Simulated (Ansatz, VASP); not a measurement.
## TiSiTe4: VASP beside Ansatz

```
CELL_PARAMETERS angstrom
4.64854 -4.54667 0.00000
4.64854 4.54667 0.00000
0.00000 0.00000 4.08506
ATOMIC_POSITIONS crystal
Ti 0.00000 0.00000 0.00000
Si 0.50000 0.50000 0.50000
Te 0.19806 0.19806 0.50000
Te 0.80194 0.80194 0.50000
Te 0.30401 0.69599 0.00000
Te 0.69599 0.30401 0.00000
```

Change from the starting cell: species swapped into the NbVO4 type (Cmmm, No. 65).

Alike in both runs: functional PBE; k mesh 6 × 6 × 10; occupations gaussian, width 0.1 eV; no spin polarisation.

Ansatz relaxed the structure, and its values are those at the end. VASP's run is a single point on that final structure, the one shown.

|  | VASP | Ansatz |
| --- | --- | --- |
| version | VASP 6.6.1 | Ansatz 0.2.0 |
| potentials or method | VASP PAW PBE potentials, release 64 (Ti_sv, Si, Te), cutoff 520 eV | scalar-relativistic, plane waves, PAW |
| valence electrons in the cell | 40 | 80 |

```csv
,VASP,Ansatz,Ansatz less VASP
gap on the k mesh at the Fermi level (eV),none,none,-
pressure (GPa),0.0,0.0,0.00
```

A gap of «none» marks a metal or a gap that the smearing closes. The functional is the same, so the differences come from potentials, cutoffs and numerics. VASP's potentials hold 40 valence electrons a cell and Ansatz's 80, so a difference there can come from the potentials and not from the codes.

Neither program's run includes spin-orbit coupling.
